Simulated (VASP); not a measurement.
# Pd (P6_3/mmc) in VASP: further runs

Runs on Pd. Level: revPBE. Tasks: single point.

Program: VASP 6.6.1. These are calculated values, not measurements. Logs are shortened: lines on timing, memory, paths and dates and some standing lists are left out, and cuts for length are marked.

## Step 1: The cell of the first run

It takes space group P6_3/mmc (No. 194, hexagonal). The conventional cell has a = 2.868 Å, b = 2.868 Å, c = 4.776 Å, α = 90.00°, β = 90.00°, γ = 120.00°. Pd (site symmetry -6m2) has 12 Pd at 2.87 to 2.91 Å within 3.8 Å.

## Step 2: Single point, revPBE (volume scaled by 1.08)

The input, INCAR:

```
ALGO = Normal ; EDIFF = 1E-6
ENCUT = 520 ; GGA = RE
ISIF = 2 ; ISMEAR = -1
LASPH = T ; LCHARG = F
LREAL = F ; LWAVE = F
NBANDS = 17 ; NELM = 60
PREC = Accurate ; SIGMA = 0.1
```

The input, KPOINTS:

```
k-points
0
Gamma
  21 21 11
```

The input, POSCAR:

```
Pd
1.0
    2.8684728581      0.0000000000      0.0000000000
   -1.4342364290      2.4841703652      0.0000000000
    0.0000000000      0.0000000000      4.7763286362
Pd
2
Direct
    0.3333333333      0.6666666667      0.2500000000
    0.6666666667      0.3333333333      0.7500000000
```

Potentials or basis: VASP PAW PBE potentials, release 64 (Pd).

Run with:

```console
$ cat potpaw_PBE.64/Pd/POTCAR > POTCAR
$ mpirun -np 1 vasp_std > vasp.out
```

OUTCAR:

```text
EDIFF = 1E-6
   ENCUT = 520
   GGA = RE
   ISIF = 2
   ISMEAR = -1
   LASPH = T
   LREAL = F
   NELM = 60
   PREC = Accurate

 ion  position               nearest neighbor table
   1  0.333  0.667  0.250-   2 2.91   2 2.91   2 2.91   2 2.91   2 2.91   2 2.91
   2  0.667  0.333  0.750-   1 2.91   1 2.91   1 2.91   1 2.91   1 2.91   1 2.91

  LATTYP: Found a hexagonal cell.
 ALAT       =     2.8684728581
 C/A-ratio  =     1.6651120204

  Lattice vectors:

 A1 = (   2.8684728581,   0.0000000000,   0.0000000000)
 A2 = (  -1.4342364290,   2.4841703652,   0.0000000000)
 A3 = (   0.0000000000,   0.0000000000,   4.7763286362)

Analysis of symmetry for initial positions (statically):
=====================================================================
 Subroutine PRICEL returns:
 Original cell was already a primitive cell.

 Routine SETGRP: Setting up the symmetry group for a
 hexagonal supercell.

 Subroutine GETGRP returns: Found 24 space group operations
 (whereof 12 operations were pure point group operations)
 out of a pool of 24 trial point group operations.

The static configuration has the point symmetry D_3d.
 The point group associated with its full space group is D_6h.

Analysis of symmetry for dynamics (positions and initial velocities):
=====================================================================
 Subroutine PRICEL returns:
 Original cell was already a primitive cell.

 Routine SETGRP: Setting up the symmetry group for a
 hexagonal supercell.

 Subroutine GETGRP returns: Found 24 space group operations
 (whereof 12 operations were pure point group operations)
 out of a pool of 24 trial point group operations.

The dynamic configuration has the point symmetry D_3d.
 The point group associated with its full space group is D_6h.

 Subroutine INISYM returns: Found 24 space group operations
 (whereof 12 operations are pure point group operations),
 and found     1 'primitive' translations

----------------------------------------------------------------------------------------

                                     Primitive cell

  volume of cell :      34.0350

  direct lattice vectors                    reciprocal lattice vectors
     2.868472858  0.000000000  0.000000000     0.348617557  0.201274440  0.000000000
    -1.434236429  2.484170365  0.000000000     0.000000000  0.402548881  0.000000000
     0.000000000  0.000000000  4.776328636     0.000000000  0.000000000  0.209365828

  length of vectors
     2.868472858  2.868472858  4.776328636     0.402548881  0.402548881  0.209365828

  position of ions in fractional coordinates (direct lattice)
     0.333333333  0.666666667  0.250000000
     0.666666667  0.333333333  0.750000000

  ion indices of the primitive-cell ions
   primitive index   ion index
                 1           1
                 2           2

----------------------------------------------------------------------------------------

 KPOINTS: k-points

Automatic generation of k-mesh.
 Grid dimensions read from file:
 generate k-points for:   21   21   11

 Generating k-lattice:

  Cartesian coordinates                     Fractional coordinates (reciprocal lattice)
     0.016600836  0.009584497  0.000000000     0.047619048  0.000000000  0.000000000
     0.000000000  0.019168994  0.000000000     0.000000000  0.047619048  0.000000000
     0.000000000  0.000000000  0.019033257     0.000000000  0.000000000  0.090909091

  Length of vectors
     0.019168994  0.019168994  0.019033257

  Shift w.r.t. Gamma in fractional coordinates (k-lattice)
     0.000000000  0.000000000  0.000000000

 Subroutine IBZKPT returns following result:
 ===========================================

 Found    288 irreducible k-points:

 Following reciprocal coordinates:
            Coordinates               Weight
  0.000000  0.000000  0.000000      1.000000
  0.047619  0.000000  0.000000      6.000000
  0.095238  0.000000  0.000000      6.000000
  0.142857  0.000000  0.000000      6.000000
  0.190476  0.000000  0.000000      6.000000
  0.238095  0.000000  0.000000      6.000000
[... 16 lines left out ...]
  0.142857  0.095238  0.000000     12.000000
  0.190476  0.095238  0.000000     12.000000
 [... further k-points ...]
   k-points           NKPTS =    288   k-points in BZ     NKDIM =    288   number of bands    NBANDS=     17
   number of dos      NEDOS =    301   number of ions     NIONS =      2
   total plane-waves  NPLWV =  20736
   dimension x,y,z NGX =    24 NGY =   24 NGZ =   36
   dimension x,y,z NGXF=    48 NGYF=   48 NGZF=   72
   ions per type =               2
   NGX,Y,Z   is equivalent  to a cutoff of  13.91, 13.91, 12.53 a.u.
   NGXF,Y,Z  is equivalent  to a cutoff of  27.82, 27.82, 25.06 a.u.
 SYSTEM =  unknown system
   PREC   = accura    normal or accurate (medium, high low for compatibility)
   ISTART =      0    job   : 0-new  1-cont  2-samecut
   ICHARG =      2    charge: 1-file 2-atom 10-const
   ISPIN  =      1    spin polarized calculation?
   LNONCOLLINEAR =      F non collinear calculations
   LSORBIT =      F    spin-orbit coupling
   LASPH  =      T    aspherical Exc in radial PAW
   ENCUT  =  520.0 eV  38.22 Ry    6.18 a.u.   5.33  5.33  8.88*2*pi/ulx,y,z
   NELM   =     60;   NELMIN=  2; NELMDL= -5     # of ELM steps
   EDIFF  = 0.1E-05   stopping-criterion for ELM
   LREAL  =      F    real-space projection
   EDIFFG = 0.1E-04   stopping-criterion for IOM
   NSW    =      0    number of steps for IOM
   IBRION =     -1    ionic relax: 0-MD 1-quasi-New 2-CG
   NFREE  =      0    steps in history (QN), initial steepest desc. (CG)
   ISIF   =      2    stress and relaxation
   ISYM   =      2    0-nonsym 1-usesym 2-fastsym
   POTIM  = 0.5000    time-step for ionic-motion
   TEBEG  =    0.0;   TEEND  =   0.0 temperature during run
   PSTRESS=    0.0 pullay stress
   NELECT =      20.0000    total number of electrons
   NUPDOWN=      -1.0000    fix difference up-down
   EMIN   =  10.00;   EMAX   =-10.00  energy-range for DOS
   EFERMI =   0.00;   METHOD = LEGACY
   ISMEAR =    -1;   SIGMA  =   0.10  broadening in eV -4-tet -1-fermi 0-gaus
   EFERMI_NEDOS =   21; number of points for ismear=-14 and -15
   IALGO  =     38    algorithm
   IMIX   =      4    mixing-type and parameters
     AMIX     =   0.40;   BMIX     =  1.00
     AMIX_MAG =   1.60;   BMIX_MAG =  1.00
  volume/ion in A,a.u.               =      17.02       114.84
  Fermi-wavevector in a.u.,A,eV,Ry     =   1.371227  2.591243 25.582542  1.880264
  Thomas-Fermi vector in A             =   2.496943
   LORBIT       =      0    0 simple, 1 ext, 2 COOP (PROOUT), +10 PAW based schemes
   GGA     = RE    functional components
   LHFCALC =     F    Hartree Fock is set to
   AEXX    =    0.0000 exact exchange contribution
   IVDW    =     0    specifies the selected vdW correction
   LEPSILON=     F    determine dielectric tensor
   LRPA    =     F    only Hartree local field effects (RPA)
 non-spin polarized calculation
  energy-cutoff  :      520.00
  volume of cell :       34.04
 maximum number of plane-waves:       935
 NGX is ok and might be reduce to    24
   NGX = 11   NGY = 11   NGZ = 17

 number of electron      19.9999996 magnetization

 Free energy of the ion-electron system (eV)
  ---------------------------------------------------
  ext. energy  EPLUGINS =         0.00000000
  ---------------------------------------------------
  free energy    TOTEN  =        -9.42822363 eV

  energy without entropy =       -9.27464042  energy(sigma->0) =       -9.35143202

 E-fermi :   7.6744     XC(G=0): -12.2217

 val. band max:        7.6730243274   @ k =   0.3810   0.1905   0.3636
 cond. band min:       7.6746082756   @ k =   0.3333   0.1429   0.1818
 fundamental gap:      0.0015839483
 Fermi energy:         7.6744242929

 k-point     1 :       0.0000    0.0000    0.0000
  band No.  band energies     occupation
      1       1.5809      2.00000
      2       3.3665      2.00000
      3       5.3083      2.00000
      4       5.4794      2.00000
      5       5.4794      2.00000
      6       5.7555      2.00000
[... 9 lines left out ...]
     16      26.7440      0.00000
     17      28.3109      0.00000

 k-point     2 :       0.0476    0.0000    0.0000
  band No.  band energies     occupation
      1       1.6471      2.00000
      2       3.4123      2.00000
      3       5.2704      2.00000
      4       5.5117      2.00000
      5       5.5199      2.00000
      6       5.7355      2.00000
[... 9 lines left out ...]
     16      26.5387      0.00000
     17      27.7703      0.00000

 k-point     3 :       0.0952    0.0000    0.0000
  band No.  band energies     occupation
      1       1.8419      2.00000
      2       3.5419      2.00000
      3       5.1778      2.00000
      4       5.5811      2.00000
      5       5.6394      2.00000
      6       5.6969      2.00000
[... 9 lines left out ...]
     16      26.2893      0.00000
     17      26.7414      0.00000

 k-point     4 :       0.1429    0.0000    0.0000
  band No.  band energies     occupation
      1       2.1529      2.00000
      2       3.7272      2.00000
      3       5.0648      2.00000
      4       5.5539      2.00000
      5       5.7878      2.00000
      6       5.8076      2.00000
[... 9 lines left out ...]
     16      25.6652      0.00000
     17      26.5809      0.00000
[... 343 lines left out ...]
      1       2.3346      2.00000
      2       3.8367      2.00000
      3       4.9749      2.00000
      4       5.5641      2.00000
      5       5.6817      2.00000
      6       5.7568      2.00000
[... 9 lines left out ...]
     16      26.7158      0.00000
     17      26.9471      0.00000

 k-point    23 :       0.1429    0.0952    0.0000
  band No.  band energies     occupation
      1       2.7284      2.00000
      2       4.0233      2.00000
      3       4.8562      2.00000
      4       5.3102      2.00000
      5       5.4978      2.00000
      6       5.7919      2.00000
[... 9 lines left out ...]
     16      25.9518      0.00000
     17      26.8007      0.00000

 k-point    24 :       0.1905    0.0952    0.0000
  band No.  band energies     occupation
      1       3.1661      2.00000
      2       4.1246      2.00000
      3       4.8303      2.00000
      4       4.9475      2.00000
      5       5.4673      2.00000
      6       5.6695      2.00000
[... 9 lines left out ...]
     16      24.9571      0.00000
     17      26.4894      0.00000

 [... further k-points ...]

------------------------ aborting loop because EDIFF is reached ----------------------------------------

  FORCE on cell =-STRESS in cart. coord.  units (eV):
  Direction    XX          YY          ZZ          XY          YZ          ZX
  --------------------------------------------------------------------------------------
  -------------------------------------------------------------------------------------
  Total       -1.9995757     -1.9995757     -2.0319328     -0.0000000      0.0000000      0.0000000
  in kB      -94.1287105    -94.1287105    -95.6519001     -0.0000000      0.0000000      0.0000000
  external PRESSURE =     -94.6364403 kB  Pullay stress =       0.0000000 kB

 VOLUME and BASIS-vectors are now :
 -----------------------------------------------------------------------------
  energy-cutoff  :      520.00
  volume of cell :       34.04
      direct lattice vectors                 reciprocal lattice vectors
     2.868472858  0.000000000  0.000000000     0.348617557  0.201274440  0.000000000
    -1.434236429  2.484170365  0.000000000     0.000000000  0.402548881  0.000000000
     0.000000000  0.000000000  4.776328636     0.000000000  0.000000000  0.209365828

 POSITION                                       TOTAL-FORCE (eV/Angst)
 -----------------------------------------------------------------------------------
     -0.00000      1.65611      1.19408         0.000000      0.000000      0.000000
      1.43424      0.82806      3.58225        -0.000000     -0.000000      0.000000
 -----------------------------------------------------------------------------------
    total drift:                               -0.000000      0.000000     -0.000000

  FREE ENERGIE OF THE ION-ELECTRON SYSTEM (eV)
  ---------------------------------------------------
  free  energy   TOTEN  =        -9.4282236339 eV

  energy  without entropy=       -9.2746404157  energy(sigma->0) =       -9.35143202
```

Run time: 74 s. Hardware: 1 thread of AMD EPYC 9R45 (Zen 5), shared host; peak memory 0.23 GiB.

Results:

| Property | Result |
| --- | --- |
| Free energy | -9.4282 eV |
| Pressure | -9.5 GPa |
| Band gap on the k mesh | zero (band 10 reaches 7.79 eV, above the bottom of band 11 at 7.13 eV) |

Levels at points of the mesh, in eV from the Fermi level:
| k point | band 8 | band 9 | band 10 | band 11 | band 12 | band 13 |
| --- | --- | --- | --- | --- | --- | --- |
| (0.00, 0.00, 0.00) | -1.36 | -1.36 | -0.23 | -0.23 | 1.17 | 6.00 |

Caveat: the PAW data sets were made with another functional, which shifts forces and pressure a little.

(Part 1 of 2 ends here.)
